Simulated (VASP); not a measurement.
A run of VASP 6.6.1 is set up as follows.

The input INCAR:

```
PREC = Accurate ; ENCUT = 520
EDIFF = 1E-6 ; ISMEAR = 0
SIGMA = 0.05 ; LREAL = F
LASPH = T ; NELM = 80
ALGO = Normal ; ISIF = 2
LWAVE = F ; LCHARG = F
GGA = PS ; NBANDS = 86
```

The input KPOINTS:

```
Automatic mesh
0
Gamma
  3 2 4
```

Contents of POSCAR:

```
LiTi12
1.0
    5.9000000000      0.0000000000      0.0000000000
   -4.4250000000      7.6643250000      0.0000000000
    0.0000000000      0.0000000000      4.6846000000
Ti Li
12 1
Direct
    0.0284351356      0.0391284294      0.0336835589
    0.1551662240      0.2199560953      0.5297754344
    0.0117481540      0.3391462392      0.0429949195
    0.1695123100      0.5637280517      0.5724676600
    0.0176615753      0.6483130608      0.0648644495
    0.2084778279      0.9097774429      0.4344381591
    0.4986851472     -0.0070299733     -0.0712176066
    0.6567328345      0.2175954177      0.4579212740
    0.5122598456      0.3366497376     -0.0285667933
    0.6375829911      0.5159569825      0.4670644239
    0.4598207210      0.6472199444      0.0669645221
    0.6491488617      0.9084450359      0.4365525338
    0.8334275652      0.7777445502      0.7481165948
```

Potentials or basis: VASP PAW PBE potentials, release 64 (Ti_sv, Li_sv).

Launch:

```bash
$ cat potpaw_PBE.64/Ti_sv/POTCAR potpaw_PBE.64/Li_sv/POTCAR > POTCAR
$ mpirun -np 1 vasp_std > vasp.out
```

Task: Predict the band gap on the k mesh.

Result: Zero (an odd number of electrons rules out a gap without spin polarisation).

Task: Estimate the largest force.

Result: 0.036 eV/Å.

Forces on the atoms (eV/Å):
```
Ti  -0.001  0.032  0.016
Ti   0.004 -0.030 -0.011
Ti  -0.009 -0.002  0.005
Ti  -0.015 -0.006  0.004
Ti   0.021 -0.001  0.007
Ti   0.007  0.020 -0.010
Ti  -0.006 -0.001  0.000
Ti  -0.008  0.005 -0.004
Ti   0.004 -0.006 -0.002
Ti   0.011  0.003 -0.002
Ti  -0.006 -0.011  0.007
Ti   0.001  0.001 -0.004
Li  -0.003 -0.005 -0.006
```

Caveat: the k points lie up to 0.41 Å⁻¹ apart, too coarse for converged energies and pressures of a metal; the PAW data sets were made with another functional, which shifts forces and pressure a little.
